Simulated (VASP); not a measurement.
Write the native input for VASP 6.6.1 that does the following.

| Quantity | Value |
| --- | --- |
| Task | single point |
| Functional | PBEsol |
| Potentials or basis | VASP PAW PBE potentials, release 64 (Ru_pv) |
| Cutoff | 520 eV |
| k mesh | 21 × 21 × 12 |
| Occupations | gaussian, width 0.15 eV |
| Spin | no spin polarisation |
| Dipole correction | no |
| Further INCAR settings | ALGO = Fast; EDIFF = 1e-06; NBANDS = 21 |

The structure of Ru lies in POSCAR:

```
Ru
1.0
    2.6610959920      0.0000000000      0.0000000000
   -1.3305479960      2.3045767310      0.0000000000
    0.0000000000      0.0000000000      4.3442392069
Ru
2
Direct
    0.3333333333      0.6666666667      0.2500000000
    0.6666666667      0.3333333333      0.7500000000
```

This cell differs from its parent crystal: volume 13.321 Å^3 an atom, c/a of the conventional cell 1.6325.

One way to write it, as run:

INCAR

```
SYSTEM = Ru
PREC = Accurate
ENCUT = 520
EDIFF = 1E-6
ISMEAR = 0
SIGMA = 0.15
LREAL = .False.
LASPH = .True.
NELM = 80
ALGO = Fast
ISIF = 2
LWAVE = .False.
LCHARG = .False.
GGA = PS
NBANDS = 21
```

KPOINTS

```
regular mesh
0
Gamma
  21 21 12
  0 0 0
```

Potentials or basis: VASP PAW PBE potentials, release 64 (Ru_pv).

Run with:

```console
$ cat potpaw_PBE.64/Ru_pv/POTCAR > POTCAR
$ mpirun -np 1 vasp_std > vasp.out
```

It gave:

```yaml
Pressure: 0.0 GPa
Band_gap_on_the_k_mesh: zero (band 14 reaches 14.73 eV, above the bottom of band 15 at 11.53 eV)
```

Caveat: the PAW data sets were made with another functional, which shifts forces and pressure a little.

Wall time 100 s on 1 thread of AMD EPYC 7R13 Processor (Zen 3), with other jobs on the host, peak memory 0.22 GiB.
